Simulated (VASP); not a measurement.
# WS2 in VASP: single point with PBEsol

Aim: the single point of WS2 with PBEsol.

Program: VASP 6.6.1. These are calculated values, not measurements. Logs are shortened: lines on timing, memory, paths and dates and some standing lists are left out, and cuts for length are marked.

## 1. The cell of the first run

The cell holds a slab with vacuum, 3 atoms: a = 3.146 Å, b = 3.146 Å, c = 16.953 Å, α = 90.00°, β = 90.00°, γ = 120.00°.

## 2. Single point, PBEsol (atom 1 (W) moved by (-0.200, +0.000) A along x and y)

The input, INCAR:

```
PREC = Accurate
ENCUT = 520
EDIFF = 1E-6
ISMEAR = 0
SIGMA = 0.05
LREAL = False
LASPH = True
NELM = 60
ALGO = Normal
ISIF = 2
LWAVE = False
LCHARG = True
GGA = PS
LELF = True
LVHAR = True
NBANDS = 20
```

The input, KPOINTS:

```
Automatic mesh
0
Gamma
  12 12 2
```

The input, POSCAR:

```
WS2
1.0
    3.1457762248      0.0000000000      0.0000000000
   -1.5728881124      2.7243221253      0.0000000000
    0.0000000000      0.0000000000     16.9534210846
W S
1 2
Direct
    0.2697560202      0.6666666667      0.0000000000
    0.6666666667      0.3333333333      0.9075761491
    0.6666666667      0.3333333333      0.0924238509
```

Potentials or basis: VASP PAW PBE potentials, release 64 (W_sv, S).

Started as:

```
cat potpaw_PBE.64/W_sv/POTCAR potpaw_PBE.64/S/POTCAR > POTCAR
mpirun -np 1 vasp_std > vasp.out
```

OUTCAR:

```text
PREC = Accurate
   ENCUT = 520
   EDIFF = 1E-6
   ISMEAR = 0
   LREAL = False
   LASPH = True
   NELM = 60
   ISIF = 2
   GGA = PS

 ion  position               nearest neighbor table
   1  0.270  0.667  0.000-   2 2.27   3 2.27   2 2.41   3 2.41   2 2.53   3 2.53
   2  0.667  0.333  0.908-   1 2.27   1 2.41   1 2.53
   3  0.667  0.333  0.092-   1 2.27   1 2.41   1 2.53

  LATTYP: Found a hexagonal cell.
 ALAT       =     3.1457762248
 C/A-ratio  =     5.3892648024

  Lattice vectors:

 A1 = (   3.1457762248,   0.0000000000,   0.0000000000)
 A2 = (  -1.5728881124,   2.7243221253,   0.0000000000)
 A3 = (   0.0000000000,   0.0000000000,  16.9534210846)

Analysis of symmetry for initial positions (statically):
=====================================================================
 Subroutine PRICEL returns:
 Original cell was already a primitive cell.

 Routine SETGRP: Setting up the symmetry group for a
 hexagonal supercell.

 Subroutine GETGRP returns: Found  2 space group operations
 (whereof  2 operations were pure point group operations)
 out of a pool of 24 trial point group operations.

The static configuration has the point symmetry C_1h.

Analysis of symmetry for dynamics (positions and initial velocities):
=====================================================================
 Subroutine PRICEL returns:
 Original cell was already a primitive cell.

 Routine SETGRP: Setting up the symmetry group for a
 hexagonal supercell.

 Subroutine GETGRP returns: Found  2 space group operations
 (whereof  2 operations were pure point group operations)
 out of a pool of 24 trial point group operations.

The dynamic configuration has the point symmetry C_1h.

 Subroutine INISYM returns: Found  2 space group operations
 (whereof  2 operations are pure point group operations),
 and found     1 'primitive' translations

----------------------------------------------------------------------------------------

                                     Primitive cell

  volume of cell :     145.2926

  direct lattice vectors                    reciprocal lattice vectors
     3.145776225  0.000000000  0.000000000     0.317886566  0.183531894  0.000000000
    -1.572888112  2.724322125  0.000000000     0.000000000  0.367063788  0.000000000
     0.000000000  0.000000000 16.953421085     0.000000000  0.000000000  0.058985145

  length of vectors
     3.145776225  3.145776225 16.953421085     0.367063788  0.367063788  0.058985145

  position of ions in fractional coordinates (direct lattice)
     0.269756020  0.666666667  0.000000000
     0.666666667  0.333333333  0.907576149
     0.666666667  0.333333333  0.092423851

  ion indices of the primitive-cell ions
   primitive index   ion index
                 1           1
                 2           2
                 3           3

----------------------------------------------------------------------------------------

 KPOINTS: Automatic mesh

Automatic generation of k-mesh.
 Grid dimensions read from file:
 generate k-points for:   12   12    2

 Generating k-lattice:

  Cartesian coordinates                     Fractional coordinates (reciprocal lattice)
     0.026490547  0.015294325  0.000000000     0.083333333  0.000000000  0.000000000
     0.000000000  0.030588649  0.000000000     0.000000000  0.083333333  0.000000000
     0.000000000  0.000000000  0.029492572     0.000000000  0.000000000  0.500000000

  Length of vectors
     0.030588649  0.030588649  0.029492572

  Shift w.r.t. Gamma in fractional coordinates (k-lattice)
     0.000000000  0.000000000  0.000000000

 Subroutine IBZKPT returns following result:
 ===========================================

 Found    148 irreducible k-points:

 Following reciprocal coordinates:
            Coordinates               Weight
  0.000000  0.000000  0.000000      1.000000
  0.083333  0.000000  0.000000      2.000000
  0.000000  0.083333  0.000000      2.000000
 -0.083333  0.083333  0.000000      2.000000
  0.166667  0.000000  0.000000      2.000000
  0.000000  0.166667  0.000000      2.000000
[... 16 lines left out ...]
  0.166667  0.083333  0.000000      2.000000
 -0.083333  0.250000  0.000000      2.000000
 [... further k-points ...]
   k-points           NKPTS =    148   k-points in BZ     NKDIM =    148   number of bands    NBANDS=     20
   number of dos      NEDOS =    301   number of ions     NIONS =      3
   total plane-waves  NPLWV =  72576
   dimension x,y,z NGX =    24 NGY =   24 NGZ =  126
   dimension x,y,z NGXF=    48 NGYF=   48 NGZF=  252
   ions per type =               1   2
   NGX,Y,Z   is equivalent  to a cutoff of  12.68, 12.68, 12.36 a.u.
   NGXF,Y,Z  is equivalent  to a cutoff of  25.37, 25.37, 24.71 a.u.
 SYSTEM =  unknown system
   PREC   = accura    normal or accurate (medium, high low for compatibility)
   ISTART =      0    job   : 0-new  1-cont  2-samecut
   ICHARG =      2    charge: 1-file 2-atom 10-const
   ISPIN  =      1    spin polarized calculation?
   LNONCOLLINEAR =      F non collinear calculations
   LSORBIT =      F    spin-orbit coupling
   LASPH  =      T    aspherical Exc in radial PAW
   ENCUT  =  520.0 eV  38.22 Ry    6.18 a.u.   5.85  5.85 31.52*2*pi/ulx,y,z
   NELM   =     60;   NELMIN=  2; NELMDL= -5     # of ELM steps
   EDIFF  = 0.1E-05   stopping-criterion for ELM
   LREAL  =      F    real-space projection
   EDIFFG = 0.1E-04   stopping-criterion for IOM
   NSW    =      0    number of steps for IOM
   IBRION =     -1    ionic relax: 0-MD 1-quasi-New 2-CG
   NFREE  =      0    steps in history (QN), initial steepest desc. (CG)
   ISIF   =      2    stress and relaxation
   ISYM   =      2    0-nonsym 1-usesym 2-fastsym
   POTIM  = 0.5000    time-step for ionic-motion
   TEBEG  =    0.0;   TEEND  =   0.0 temperature during run
   PSTRESS=    0.0 pullay stress
   NELECT =      26.0000    total number of electrons
   NUPDOWN=      -1.0000    fix difference up-down
   EMIN   =  10.00;   EMAX   =-10.00  energy-range for DOS
   EFERMI =   0.00;   METHOD = LEGACY
   ISMEAR =     0;   SIGMA  =   0.05  broadening in eV -4-tet -1-fermi 0-gaus
   EFERMI_NEDOS =   21; number of points for ismear=-14 and -15
   IALGO  =     38    algorithm
   IMIX   =      4    mixing-type and parameters
     AMIX     =   0.40;   BMIX     =  1.00
     AMIX_MAG =   1.60;   BMIX_MAG =  1.00
  volume/ion in A,a.u.               =      48.43       326.83
  Fermi-wavevector in a.u.,A,eV,Ry     =   0.922539  1.743346 11.579622  0.851078
  Thomas-Fermi vector in A             =   2.048077
   LORBIT       =      0    0 simple, 1 ext, 2 COOP (PROOUT), +10 PAW based schemes
   GGA     = PS    functional components
   LHFCALC =     F    Hartree Fock is set to
   AEXX    =    0.0000 exact exchange contribution
   IVDW    =     0    specifies the selected vdW correction
   LEPSILON=     F    determine dielectric tensor
   LRPA    =     F    only Hartree local field effects (RPA)
 non-spin polarized calculation
 Gauss-broadening in eV      SIGMA  =   0.05
  energy-cutoff  :      520.00
  volume of cell :      145.29
 maximum number of plane-waves:      3942
   NGX = 11   NGY = 11   NGZ = 63

 number of electron      25.9999998 magnetization

 Free energy of the ion-electron system (eV)
  ---------------------------------------------------
  ext. energy  EPLUGINS =         0.00000000
  ---------------------------------------------------
  free energy    TOTEN  =       -24.81365038 eV

  energy without entropy =      -24.81365038  energy(sigma->0) =      -24.81365038

 E-fermi :  -0.6656     XC(G=0):  -4.6010

 val. band max:       -1.0491699329   @ k =   0.3333   0.3333   0.0000
 cond. band min:       0.6702029412   @ k =  -0.1667   0.3333   0.5000
 fundamental gap:      1.7193728741
 Fermi energy:        -0.6655651441

 k-point     1 :       0.0000    0.0000    0.0000
  band No.  band energies     occupation
      1     -75.0305      2.00000
      2     -39.3491      2.00000
      3     -39.1450      2.00000
      4     -39.0936      2.00000
      5     -16.0404      2.00000
      6     -14.3405      2.00000
[... 12 lines left out ...]
     19       4.4060      0.00000
     20       4.8389      0.00000

 k-point     2 :       0.0833    0.0000    0.0000
  band No.  band energies     occupation
      1     -75.0292      2.00000
      2     -39.3441      2.00000
      3     -39.1705      2.00000
      4     -39.1013      2.00000
      5     -15.9128      2.00000
      6     -14.3058      2.00000
[... 12 lines left out ...]
     19       4.5555      0.00000
     20       5.1623      0.00000

 k-point     3 :       0.0000    0.0833    0.0000
  band No.  band energies     occupation
      1     -75.0292      2.00000
      2     -39.3443      2.00000
      3     -39.1655      2.00000
      4     -39.1055      2.00000
      5     -15.9180      2.00000
      6     -14.2981      2.00000
[... 12 lines left out ...]
     19       4.5512      0.00000
     20       5.2219      0.00000

 k-point     4 :      -0.0833    0.0833    0.0000
  band No.  band energies     occupation
      1     -75.0292      2.00000
      2     -39.3446      2.00000
      3     -39.1521      2.00000
      4     -39.1178      2.00000
      5     -15.9266      2.00000
      6     -14.2869      2.00000
[... 12 lines left out ...]
     19       4.5426      0.00000
     20       5.2007      0.00000

 k-point     5 :       0.1667    0.0000    0.0000
  band No.  band energies     occupation
      1     -75.0254      2.00000
      2     -39.3304      2.00000
      3     -39.2418      2.00000
      4     -39.1197      2.00000
      5     -15.5474      2.00000
      6     -14.2088      2.00000
[... 12 lines left out ...]
     19       4.9785      0.00000
     20       5.8299      0.00000

 k-point     6 :       0.0000    0.1667    0.0000
  band No.  band energies     occupation
      1     -75.0255      2.00000
      2     -39.3313      2.00000
      3     -39.2300      2.00000
      4     -39.1288      2.00000
      5     -15.5685      2.00000
      6     -14.1780      2.00000
[... 12 lines left out ...]
     19       4.9740      0.00000
     20       5.8718      0.00000

 k-point     7 :      -0.1667    0.1667    0.0000
  band No.  band energies     occupation
      1     -75.0256      2.00000
      2     -39.3325      2.00000
      3     -39.1930      2.00000
      4     -39.1618      2.00000
      5     -15.6033      2.00000
      6     -14.1330      2.00000
[... 12 lines left out ...]
     19       4.9403      0.00000
     20       5.8313      0.00000
[... 277 lines left out ...]
 k-point    20 :       0.0833    0.0833    0.0000
  band No.  band energies     occupation
      1     -75.0266      2.00000
      2     -39.3347      2.00000
      3     -39.2212      2.00000
      4     -39.1122      2.00000
      5     -15.6643      2.00000
      6     -14.2421      2.00000
[... 12 lines left out ...]
     19       4.8524      0.00000
     20       5.6980      0.00000

 k-point    21 :      -0.0833    0.1667    0.0000
  band No.  band energies     occupation
      1     -75.0267      2.00000
      2     -39.3362      2.00000
      3     -39.1824      2.00000
      4     -39.1460      2.00000
      5     -15.7030      2.00000
      6     -14.1876      2.00000
[... 12 lines left out ...]
     19       4.8090      0.00000
     20       5.7386      0.00000

 k-point    22 :      -0.1667    0.0833    0.0000
  band No.  band energies     occupation
      1     -75.0267      2.00000
      2     -39.3356      2.00000
      3     -39.2001      2.00000
      4     -39.1303      2.00000
      5     -15.6886      2.00000
      6     -14.2100      2.00000
[... 12 lines left out ...]
     19       4.8273      0.00000
     20       5.6869      0.00000

 k-point    23 :       0.1667    0.0833    0.0000
  band No.  band energies     occupation
      1     -75.0222      2.00000
      2     -39.3183      2.00000
      3     -39.3053      2.00000
      4     -39.1341      2.00000
      5     -15.2018      2.00000
      6     -14.1305      2.00000
[... 12 lines left out ...]
     19       5.4100      0.00000
     20       6.2807      0.00000

 k-point    24 :      -0.0833    0.2500    0.0000
  band No.  band energies     occupation
      1     -75.0224      2.00000
      2     -39.3211      2.00000
      3     -39.2651      2.00000
      4     -39.1656      2.00000
      5     -15.2747      2.00000
      6     -14.0242      2.00000
[... 12 lines left out ...]
     19       5.3385      0.00000
     20       6.2997      0.00000

 [... further k-points ...]

------------------------ aborting loop because EDIFF is reached ----------------------------------------

  FORCE on cell =-STRESS in cart. coord.  units (eV):
  Direction    XX          YY          ZZ          XY          YZ          ZX
  --------------------------------------------------------------------------------------
  -------------------------------------------------------------------------------------
  Total        0.5937695      0.7257807      1.6829595      1.5452748      0.0000000      0.0000000
  in kB        6.5476406      8.0033606     18.5584040     17.0401209      0.0000000      0.0000000
  external PRESSURE =      11.0364684 kB  Pullay stress =       0.0000000 kB

 VOLUME and BASIS-vectors are now :
 -----------------------------------------------------------------------------
  energy-cutoff  :      520.00
  volume of cell :      145.29
      direct lattice vectors                 reciprocal lattice vectors
     3.145776225  0.000000000  0.000000000     0.317886566  0.183531894  0.000000000
    -1.572888112  2.724322125  0.000000000     0.000000000  0.367063788  0.000000000
     0.000000000  0.000000000 16.953421085     0.000000000  0.000000000  0.058985145

 POSITION                                       TOTAL-FORCE (eV/Angst)
 -----------------------------------------------------------------------------------
     -0.20000      1.81621      0.00000         4.283865      0.221156      0.000000
      1.57289      0.90811     15.38652        -2.141933     -0.110578     -0.545740
      1.57289      0.90811      1.56690        -2.141933     -0.110578      0.545740
 -----------------------------------------------------------------------------------
    total drift:                               -0.000021     -0.000006      0.000000

  FREE ENERGIE OF THE ION-ELECTRON SYSTEM (eV)
  ---------------------------------------------------
  free  energy   TOTEN  =       -24.8136503815 eV

  energy  without entropy=      -24.8136503815  energy(sigma->0) =      -24.81365038
```

It took 10 min on 1 thread of AMD EPYC 7R13 (Zen 3), shared host; peak memory 0.49 GiB.

Results:

```yaml
Free_energy: -24.8137 eV
Largest_force: 4.290 eV/Å
Band_gap_on_the_k_mesh: 1.72 eV (least direct gap 1.89 eV)
```

Forces in eV/Å, atoms in the order of the input:
```
W    4.284  0.221  0.000
S   -2.142 -0.111 -0.546
S   -2.142 -0.111  0.546
```

Levels at points of the mesh, in eV from the valence-band top:
```tsv
k point	band 11	band 12	band 13	band 14	band 15	band 16
(0.00, 0.00, 0.00)	-2.16	-0.61	-0.28	1.78	2.40	3.25
(0.50, 0.00, 0.00)	-2.62	-1.69	-0.85	2.75	3.39	3.92
(0.00, 0.50, 0.00)	-2.22	-1.89	-0.28	2.83	3.01	3.39
(0.50, 0.50, 0.00)	-1.94	-1.54	-0.48	2.99	3.24	3.29
(0.00, 0.00, 0.50)	-2.16	-0.61	-0.28	1.78	2.40	3.25
(0.50, 0.00, 0.50)	-2.62	-1.69	-0.85	2.75	3.39	3.92
(0.00, 0.50, 0.50)	-2.22	-1.89	-0.28	2.83	3.01	3.39
(0.50, 0.50, 0.50)	-1.94	-1.54	-0.48	2.99	3.24	3.29
```

Caveat: the cell differs from its parent crystal (atom 1 (W) moved by (-0.200, +0.000) A along x and y); there is no dipole correction, which matters where the two faces differ; the PAW data sets were made with another functional, which shifts forces and pressure a little; spin-orbit coupling is left out, which moves the levels of the heavy elements.
